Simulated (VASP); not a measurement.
# GaSb: single point with r2SCAN+D4

Crystal: GaSb.

```xyz
2
Lattice="0.0000 3.1190 3.1190 3.1190 0.0000 3.1190 3.1190 3.1190 0.0000" Properties=species:S:1:pos:R:3 pbc="T T T"
Sb    4.6785    4.6785    4.6785
Ga    0.0000    0.0000    0.0000
```

```
Program             : VASP 6.6.1
Task                : single point
Functional          : r2SCAN
Dispersion          : D4
Potentials or basis : VASP PAW PBE potentials, release 64 (Sb, Ga_d)
Cutoff              : 520 eV
k mesh              : 8 × 8 × 8
Occupations         : fermi-dirac, width 0.05 eV
Spin                : no spin polarisation
```

```
Pressure                   : -3.0 GPa
Dispersion energy per atom : -0.135 eV
```

Levels at points of the mesh, in eV from the Fermi level:
```
           k point  band 6  band 7  band 8  band 9  band 10  band 11  band 12  band 13
(0.00, 0.00, 0.00)  -11.59   -0.06   -0.06   -0.06    -0.05     2.94     2.94     2.94
(0.50, 0.00, 0.00)  -10.02   -6.36   -1.18   -1.18     0.49     3.95     3.95     6.87
(0.50, 0.50, 0.00)   -9.22   -6.84   -2.55   -2.55     1.11     1.52     8.81     8.81
```

Run time: 2.2 min on 1 thread of Intel Xeon 8259CL, on a shared host, peak memory 0.23 GiB.

Caveat: the PAW data sets were made with another functional, which shifts forces and pressure a little; spin-orbit coupling is left out, which moves the levels of the heavy elements.
